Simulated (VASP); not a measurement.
# LaAl2Sb2 in VASP: single point with PBE

Aim: the single point of LaAl2Sb2 with PBE.

Everything below comes from runs of VASP 6.6.1. Logs are shortened: lines on timing, memory, paths and dates and some standing lists are left out, and cuts for length are marked.

## 1. The cell of the first run

The typed cell holds 5 atoms: a = 4.634 Å, b = 4.634 Å, c = 7.563 Å, α = 90.00°, β = 90.00°, γ = 60.00°.

## 2. Single point, PBE

The input, POSCAR:

```
LaAl2Sb2
1.0
    2.3170260000      4.0132050000      0.0000000000
   -2.3170260000      4.0132050000      0.0000000000
    0.0000000000      0.0000000000      7.5630910000
Sb Al La
2 2 1
Direct
    0.3333000000      0.3334000000      0.2719200000
    0.6667000000      0.6666000000      0.7280800000
    0.3333000000      0.3334000000      0.6387000000
    0.6667000000      0.6666000000      0.3613000000
    0.0000000000      0.0000000000      0.0000000000
```

The input, INCAR.step1:

```
SYSTEM = LaAl2Sb2
ALGO = Normal
EDIFF = 1E-6
ENCUT = 520
GGA = PE
ISIF = 2
ISMEAR = 1
LASPH = .True.
LCHARG = .True.
LMAXMIX = 6
LREAL = .False.
LWAVE = .False.
NBANDS = 22
NELM = 100
PREC = Accurate
SIGMA = 0.0883
```

The input, KPOINTS.step1:

```
k-points
0
Gamma
  6 6 4
  0 0 0
```

The input, INCAR.step2:

```
SYSTEM = LaAl2Sb2
ALGO = Normal
EDIFF = 1E-6
ENCUT = 520
GGA = PE
ICHARG = 11
ISIF = 2
ISMEAR = -5
LASPH = .True.
LCHARG = .False.
LMAXMIX = 6
LORBIT = 11
LREAL = .False.
LWAVE = .False.
NEDOS = 1001
NELM = 100
PREC = Accurate
SIGMA = 0.0883
```

The input, KPOINTS.step2:

```
k-points
0
Gamma
  9 9 6
  0 0 0
```

Potentials or basis: VASP PAW PBE potentials, release 64 (Sb, Al, La).

On the command line:

```console
cat potpaw_PBE.64/Sb/POTCAR potpaw_PBE.64/Al/POTCAR potpaw_PBE.64/La/POTCAR > POTCAR
cp INCAR.step1 INCAR
cp KPOINTS.step1 KPOINTS
mpirun -np 1 vasp_std > vasp.out
cp INCAR.step2 INCAR
cp KPOINTS.step2 KPOINTS
mpirun -np 1 vasp_std > vasp.out
```

OUTCAR:

```text
SYSTEM = LaAl2Sb2
   EDIFF = 1E-6
   ENCUT = 520
   GGA = PE
   ICHARG = 11
   ISIF = 2
   ISMEAR = -5
   LASPH = .True.
   LORBIT = 11
   LREAL = .False.
   NELM = 100
   PREC = Accurate

 ion  position               nearest neighbor table
   1  0.333  0.333  0.272-   4 2.76   4 2.76   4 2.76   3 2.77   5 3.37   5 3.37   5 3.37
   2  0.667  0.667  0.728-   3 2.76   3 2.76   3 2.76   4 2.77   5 3.37   5 3.37   5 3.37
   3  0.333  0.333  0.639-   2 2.76   2 2.76   2 2.76   1 2.77
   4  0.667  0.667  0.361-   1 2.76   1 2.76   1 2.76   2 2.77
   5  0.000  0.000  0.000-   2 3.37   1 3.37   2 3.37   1 3.37   2 3.37   1 3.37

  LATTYP: Found a hexagonal cell.
 ALAT       =     4.6340504806
 C/A-ratio  =     1.6320691869

  Lattice vectors:

 A1 = (   2.3170260000,  -4.0132050000,   0.0000000000)
 A2 = (   2.3170260000,   4.0132050000,   0.0000000000)
 A3 = (   0.0000000000,   0.0000000000,   7.5630910000)

Analysis of symmetry for initial positions (statically):
=====================================================================
 Subroutine PRICEL returns:
 Original cell was already a primitive cell.

 Routine SETGRP: Setting up the symmetry group for a
 hexagonal supercell.

 Subroutine GETGRP returns: Found  4 space group operations
 (whereof  4 operations were pure point group operations)
 out of a pool of 24 trial point group operations.

The static configuration has the point symmetry C_2h.

Analysis of symmetry for dynamics (positions and initial velocities):
=====================================================================
 Subroutine PRICEL returns:
 Original cell was already a primitive cell.

 Routine SETGRP: Setting up the symmetry group for a
 hexagonal supercell.

 Subroutine GETGRP returns: Found  4 space group operations
 (whereof  4 operations were pure point group operations)
 out of a pool of 24 trial point group operations.

The dynamic configuration has the point symmetry C_2h.

 Subroutine INISYM returns: Found  4 space group operations
 (whereof  4 operations are pure point group operations),
 and found     1 'primitive' translations

----------------------------------------------------------------------------------------

                                     Primitive cell

  volume of cell :     140.6538

  direct lattice vectors                    reciprocal lattice vectors
     2.317026000  4.013205000  0.000000000     0.215793867  0.124588702  0.000000000
    -2.317026000  4.013205000  0.000000000    -0.215793867  0.124588702  0.000000000
     0.000000000  0.000000000  7.563091000     0.000000000  0.000000000  0.132221072

  length of vectors
     4.634050481  4.634050481  7.563091000     0.249177321  0.249177321  0.132221072

  position of ions in fractional coordinates (direct lattice)
     0.333300000  0.333400000  0.271920000
     0.666700000  0.666600000  0.728080000
     0.333300000  0.333400000  0.638700000
     0.666700000  0.666600000  0.361300000
     0.000000000  0.000000000  0.000000000

  ion indices of the primitive-cell ions
   primitive index   ion index
                 1           1
                 2           2
                 3           3
                 4           4
                 5           5

----------------------------------------------------------------------------------------

 KPOINTS: k-points

Automatic generation of k-mesh.
 Grid dimensions read from file:
 generate k-points for:    9    9    6

 Generating k-lattice:

  Cartesian coordinates                     Fractional coordinates (reciprocal lattice)
     0.023977096  0.013843189  0.000000000     0.111111111 -0.000000000  0.000000000
    -0.023977096  0.013843189  0.000000000    -0.000000000  0.111111111  0.000000000
     0.000000000  0.000000000  0.022036845     0.000000000  0.000000000  0.166666667

  Length of vectors
     0.027686369  0.027686369  0.022036845

  Shift w.r.t. Gamma in fractional coordinates (k-lattice)
     0.000000000  0.000000000  0.000000000

 TETIRR: Found   1454 inequivalent tetrahedra from     2916

 Subroutine IBZKPT returns following result:
 ===========================================

 Found    140 irreducible k-points:

 Following reciprocal coordinates:
            Coordinates               Weight
  0.000000  0.000000  0.000000      1.000000
  0.111111  0.000000  0.000000      4.000000
  0.000000  0.111111  0.000000      2.000000
  0.222222  0.000000  0.000000      4.000000
  0.000000  0.222222  0.000000      2.000000
  0.333333  0.000000  0.000000      4.000000
[... 16 lines left out ...]
  0.333333 -0.444444  0.000000      4.000000
 -0.222222  0.333333  0.000000      4.000000
 [... further k-points ...]
   k-points           NKPTS =    140   k-points in BZ     NKDIM =    140   number of bands    NBANDS=     17
   number of dos      NEDOS =   1001   number of ions     NIONS =      5
   total plane-waves  NPLWV =  72576
   dimension x,y,z NGX =    36 NGY =   36 NGZ =   56
   dimension x,y,z NGXF=    72 NGYF=   72 NGZF=  112
   ions per type =               2   2   1
   NGX,Y,Z   is equivalent  to a cutoff of  12.91, 12.91, 12.31 a.u.
   NGXF,Y,Z  is equivalent  to a cutoff of  25.83, 25.83, 24.62 a.u.
 SYSTEM =  LaAl2Sb2
   PREC   = accura    normal or accurate (medium, high low for compatibility)
   ISTART =      0    job   : 0-new  1-cont  2-samecut
   ICHARG =     11    charge: 1-file 2-atom 10-const
   ISPIN  =      1    spin polarized calculation?
   LNONCOLLINEAR =      F non collinear calculations
   LSORBIT =      F    spin-orbit coupling
   LASPH  =      T    aspherical Exc in radial PAW
   ENCUT  =  520.0 eV  38.22 Ry    6.18 a.u.   8.62  8.62 14.06*2*pi/ulx,y,z
   NELM   =    100;   NELMIN=  2; NELMDL=  0     # of ELM steps
   EDIFF  = 0.1E-05   stopping-criterion for ELM
   LREAL  =      F    real-space projection
   EDIFFG = 0.1E-04   stopping-criterion for IOM
   NSW    =      0    number of steps for IOM
   IBRION =     -1    ionic relax: 0-MD 1-quasi-New 2-CG
   NFREE  =      0    steps in history (QN), initial steepest desc. (CG)
   ISIF   =      2    stress and relaxation
   ISYM   =      2    0-nonsym 1-usesym 2-fastsym
   POTIM  = 0.5000    time-step for ionic-motion
   TEBEG  =    0.0;   TEEND  =   0.0 temperature during run
   PSTRESS=    0.0 pullay stress
   NELECT =      27.0000    total number of electrons
   NUPDOWN=      -1.0000    fix difference up-down
   EMIN   =  10.00;   EMAX   =-10.00  energy-range for DOS
   EFERMI =   0.00;   METHOD = LEGACY
   ISMEAR =    -5;   SIGMA  =   0.09  broadening in eV -4-tet -1-fermi 0-gaus
   EFERMI_NEDOS =   21; number of points for ismear=-14 and -15
   IALGO  =     38    algorithm
   IMIX   =      4    mixing-type and parameters
     AMIX     =   0.40;   BMIX     =  1.00
     AMIX_MAG =   1.60;   BMIX_MAG =  1.00
  volume/ion in A,a.u.               =      28.13       189.84
  Fermi-wavevector in a.u.,A,eV,Ry     =   0.944377  1.784614 12.134337  0.891849
  Thomas-Fermi vector in A             =   2.072176
   LORBIT       =     11    0 simple, 1 ext, 2 COOP (PROOUT), +10 PAW based schemes
   GGA     = PE    functional components
   LHFCALC =     F    Hartree Fock is set to
   AEXX    =    0.0000 exact exchange contribution
   IVDW    =     0    specifies the selected vdW correction
   LEPSILON=     F    determine dielectric tensor
   LRPA    =     F    only Hartree local field effects (RPA)
 non-spin polarized calculation
 Fermi weights with tetrahedron method with Bloechl corrections
  energy-cutoff  :      520.00
  volume of cell :      140.65
 maximum number of plane-waves:      3809

 number of electron      27.0000002 magnetization

 Free energy of the ion-electron system (eV)
  ---------------------------------------------------
  ext. energy  EPLUGINS =         0.00000000
  ---------------------------------------------------
  free energy    TOTEN  =       -21.86629471 eV

  energy without entropy =      -21.86629471  energy(sigma->0) =      -21.86629471

 E-fermi :   7.3702     XC(G=0):  -9.3461

 val. band max:        7.4032446331   @ k =  -0.3333   0.3333   0.3333
 cond. band min:       7.3381894879   @ k =  -0.0000  -0.1111   0.1667
 fundamental gap:     -0.0650551452
 Fermi energy:         7.3702083739

 k-point     1 :       0.0000    0.0000    0.0000
  band No.  band energies     occupation
      1     -26.1836      2.00000
      2     -10.0043      2.00000
      3      -9.8325      2.00000
      4      -9.8325      2.00000
      5      -4.3243      2.00000
      6      -2.8040      2.00000
[... 9 lines left out ...]
     16       7.5742      0.00000
     17       7.5754      0.00000

 k-point     2 :       0.1111    0.0000    0.0000
  band No.  band energies     occupation
      1     -26.1824      2.00000
      2      -9.9961      2.00000
      3      -9.8582      2.00000
      4      -9.8377      2.00000
      5      -4.2283      2.00000
      6      -2.7811      2.00000
[... 9 lines left out ...]
     16       7.8907      0.00000
     17       7.9537      0.00000

 k-point     3 :       0.0000    0.1111    0.0000
  band No.  band energies     occupation
      1     -26.1824      2.00000
      2      -9.9961      2.00000
      3      -9.8583      2.00000
      4      -9.8376      2.00000
      5      -4.2283      2.00000
      6      -2.7812      2.00000
[... 392 lines left out ...]
 k-point    23 :       0.3333   -0.4444    0.0000
  band No.  band energies     occupation
      1     -26.1727      2.00000
      2     -10.0090      2.00000
      3      -9.9313      2.00000
      4      -9.9247      2.00000
      5      -3.0304      2.00000
      6      -2.7258      2.00000
[... 9 lines left out ...]
     16       8.3704      0.00000
     17       8.4562      0.00000

 k-point    24 :      -0.2222    0.3333    0.0000
  band No.  band energies     occupation
      1     -26.1727      2.00000
      2     -10.0091      2.00000
      3      -9.9313      2.00000
      4      -9.9247      2.00000
      5      -3.0307      2.00000
      6      -2.7257      2.00000
[... 9 lines left out ...]
     16       8.3758      0.00000
     17       8.4539      0.00000

 [... further k-points ...]
[... 5 lines left out ...]
  --------------------------------------------------------------------------------------
  -------------------------------------------------------------------------------------
  Total        1.0374017      1.0340463     -2.3504152     -0.0029051      0.0018913     -0.0032758
  in kB       11.8169657     11.7787448    -26.7734041     -0.0330913      0.0215438     -0.0373147
  external PRESSURE =      -1.0592312 kB  Pullay stress =       0.0000000 kB

 VOLUME and BASIS-vectors are now :
 -----------------------------------------------------------------------------
  energy-cutoff  :      520.00
  volume of cell :      140.65
      direct lattice vectors                 reciprocal lattice vectors
     2.317026000  4.013205000  0.000000000     0.215793867  0.124588702  0.000000000
    -2.317026000  4.013205000  0.000000000    -0.215793867  0.124588702  0.000000000
     0.000000000  0.000000000  7.563091000     0.000000000  0.000000000  0.132221072

 POSITION                                       TOTAL-FORCE (eV/Angst)
 -----------------------------------------------------------------------------------
     -0.00023      2.67560      2.05656         0.001059     -0.000611     -0.074030
      0.00023      5.35081      5.50654        -0.001059      0.000611      0.074030
     -0.00023      2.67560      4.83055         0.001987     -0.001147      0.337039
      0.00023      5.35081      2.73254        -0.001987      0.001147     -0.337039
      0.00000      0.00000      0.00000         0.000000      0.000000      0.000000
 -----------------------------------------------------------------------------------
    total drift:                                0.000000      0.000000     -0.000000

  FREE ENERGIE OF THE ION-ELECTRON SYSTEM (eV)
  ---------------------------------------------------
  free  energy   TOTEN  =       -21.8662947068 eV

  energy  without entropy=      -21.8662947068  energy(sigma->0) =      -21.86629471

 total charge

# of ion       s       p       d       f       tot
--------------------------------------------------
    1        1.123   1.347   0.043   0.000   2.512
    2        1.123   1.347   0.043   0.000   2.512
    3        0.466   0.294   0.000   0.000   0.760
    4        0.466   0.294   0.000   0.000   0.760
    5        2.000   5.616   0.718   0.166   8.500
--------------------------------------------------
tot          5.176   8.898   0.804   0.166  15.044
```

It took 17 min on 1 thread of AMD EPYC 7R13, shared host; peak memory 0.56 GiB.

Results:

```yaml
Valence_electrons_inside_the_program's_atomic_spheres: Sb 2.51; Al 0.76; La 8.50
```

Caveat: spin-orbit coupling is left out, which moves the levels of the heavy elements; tetrahedron occupations give inexact forces and stress in metals.
